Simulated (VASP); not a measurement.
Runs of VASP 6.6.1 on NaLiB2. The structure is that of space group P-6m2 (No. 187), or close to it. The cells are those of the table. 

| task | cell | cutoff (eV) | smearing | gap on the mesh (eV) | pressure (GPa) | relaxed volume (Å³/atom) |
| --- | --- | --- | --- | --- | --- | --- |
| relaxation of cell and atoms | relaxed from a = 4.411, b = 4.411, c = 3.155 Å, angles 90.0, 90.0, 120.0°, 4 atoms | 600 | fermi-dirac 0.15 eV | none | 0.0 | (a) |
| relaxation of cell and atoms | relaxed from a = 4.274, b = 4.274, c = 3.299 Å, angles 90.0, 90.0, 120.0°, 4 atoms | 600 | gaussian 0.1 eV | none | 0.0 | 13.29 |
| single point | a = 4.411, b = 4.411, c = 3.155 Å, angles 90.0, 90.0, 120.0°, 4 atoms | 520 | gaussian 0.1 eV | none | - | - |
| single point | a = 4.409, b = 4.409, c = 3.156 Å, angles 90.0, 90.0, 120.0°, 4 atoms | 520 | fermi-dirac 0.15 eV | none | - | - |

Alike in all rows: level PBE; potentials or basis VASP PAW PBE potentials, release 64 (Na_pv, Li_sv, B); no spin polarisation; k mesh 12 × 12 × 12.

Q: Fill in the values left out.

A: (a) 13.28.

Caveats: the cutoff is under 1.25 times the usual one of these potentials, so pressure, stress and relaxed cells hold a basis-set (Pulay) error.

A gap of «none» marks levels without a gap at the run's occupations.
